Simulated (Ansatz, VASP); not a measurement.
## Two plane-wave programs on Ge2Se3

```
Ge Se
1.0
     3.81627    0.00000    0.00000
    -1.90813    3.30499    0.00000
     0.00000    0.00000    9.24656
Ge Se
2 3
Cartesian
  0.0000 2.2033 1.6931
  1.9081 1.1017 7.5535
  0.0000 0.0000 0.0000
  0.0000 2.2033 6.1705
  1.9081 1.1017 3.0760
```

Alike in both runs: task relaxation of cell and atoms; functional PBE; k mesh 12 × 12 × 4; occupations gaussian, width 0.1 eV; no spin polarisation.

```csv
,VASP,Ansatz
version,VASP 6.6.1,Ansatz 0.2.0
potentials or method,"VASP PAW PBE potentials, release 64 (Ge_d, Se), cutoff 600 eV","scalar-relativistic, plane waves, PAW"
valence electrons in the cell,46,76
```

Ansatz gave:

- gap on the k mesh at the Fermi level, each at its own relaxed structure (eV): none
- relaxed volume (Å³/atom): 23.41
- relaxed cell length with the largest relative difference (Å): 9.466

Question: Estimate VASP's values.

Answer: gap on the k mesh at the Fermi level, each at its own relaxed structure (eV): none; relaxed volume (Å³/atom): 23.35; relaxed cell length with the largest relative difference (Å): 9.421.

A gap of «none» marks a metal or a gap that the smearing closes. VASP's potentials hold 46 valence electrons a cell and Ansatz's 76, so a difference there can come from the potentials and not from the codes.
